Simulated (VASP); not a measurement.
Wanted: the native input for a VASP 6.6.1 run.

| Property | Result |
| --- | --- |
| Task | single point |
| Functional | PBEsol |
| Potentials or basis | VASP PAW PBE potentials, release 64 (B, N) |
| Cutoff | 520 eV |
| k mesh | 12 × 12 × 12 |
| Occupations | gaussian, width 0.05 eV |
| Spin | no spin polarisation |
| Dipole correction | no |
| Further INCAR settings | ALGO = Normal; EDIFF = 1e-06; NBANDS = 11 |

The structure of BN lies in POSCAR:

```
BN
1.0
    0.0000000000      3.4953158300      2.1660912400
    1.2516321000      0.0000000000      2.1660912400
    1.2516321000      3.4953158300      0.0000000000
B N
1 1
Direct
    0.0173609401      0.0173609401      0.9826390599
    0.6666513400      0.6666513400      0.3333486600
```

This cell differs from its parent crystal: all B atoms moved +0.075 Å, as atom 1 along Cartesian [0 0 1].

These files were run (other wordings do the same):

INCAR

```
  PREC = Accurate
  ENCUT = 520
  EDIFF = 1E-6
  ISMEAR = 0
  SIGMA = 0.05
  LREAL = False
  LASPH = True
  NELM = 60
  ALGO = Normal
  ISIF = 2
  LWAVE = False
  LCHARG = False
  GGA = PS
  NBANDS = 11
```

KPOINTS

```
Automatic mesh
0
Gamma
  12 12 12
```

Potentials or basis: VASP PAW PBE potentials, release 64 (B, N).

Launch:

```sh
$ cat potpaw_PBE.64/B/POTCAR potpaw_PBE.64/N/POTCAR > POTCAR
$ mpirun -np 1 vasp_std > vasp.out
```

It gave:

* Pressure: 2.7 GPa
* Largest force: 2.773 eV/Å
* Band gap on the k mesh: 4.28 eV, indirect (least direct gap 4.67 eV)

Caveat: the cell differs from its parent crystal (all B atoms moved +0.075 Å, as atom 1 along Cartesian [0 0 1]); the PAW data sets were made with another functional, which shifts forces and pressure a little.

It took 3.3 min on 1 thread of AMD EPYC 7R13, with other jobs on the host, peak memory 0.15 GiB.
